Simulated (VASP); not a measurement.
The system is Ga.

```xyz
1
Lattice="-1.6810 1.6810 1.6810 1.6810 -1.6810 1.6810 1.6810 1.6810 -1.6810" Properties=species:S:1:pos:R:3 pbc="T T T"
Ga    0.0000    0.0000    0.0000
```

```yaml
Program: VASP 6.6.1
Task: relaxation of cell and atoms
Functional: PBEsol
Potentials_or_basis: VASP PAW PBE potentials, release 64 (Ga_d)
Cutoff: 600 eV
k_mesh: 16 × 16 × 16
Occupations: fermi-dirac, width 0.1 eV
Spin: no spin polarisation
```

At the start: pressure -2.8 GPa; volume 19.00 Å³/atom.

Problem. Where does the relaxation end?

Solution. Over 9 steps the energy falls by 9.1 meV/atom and the volume is 18.02 Å³/atom (-5.1 %); space group Im-3m (No. 229, to 0.05 Å).

The path:
```csv
step,energy change (eV),largest force (eV/Å),pressure (GPa),volume (Å³)
1,0.0000,0.0000,-2.78,19.00
2,-0.0090,0.0000,-0.32,18.11
3,-0.0091,0.0000,0.07,18.01
4,-0.0091,0.0000,-0.11,18.03
5,-0.0091,0.0000,-0.08,18.03
6,-0.0091,0.0000,-0.07,18.02
7,-0.0091,0.0000,-0.08,18.02
8,-0.0091,0.0000,-0.08,18.02
9,-0.0091,0.0000,-0.02,18.02
```

Final structure:
```
Ga
1.0
    -1.65162    1.65162    1.65162
     1.65162   -1.65162    1.65162
     1.65162    1.65162   -1.65162
Ga
1
Direct
  0.00000 0.00000 0.00000
```

Caveat: the PAW data sets were made with another functional, which shifts forces and pressure a little.
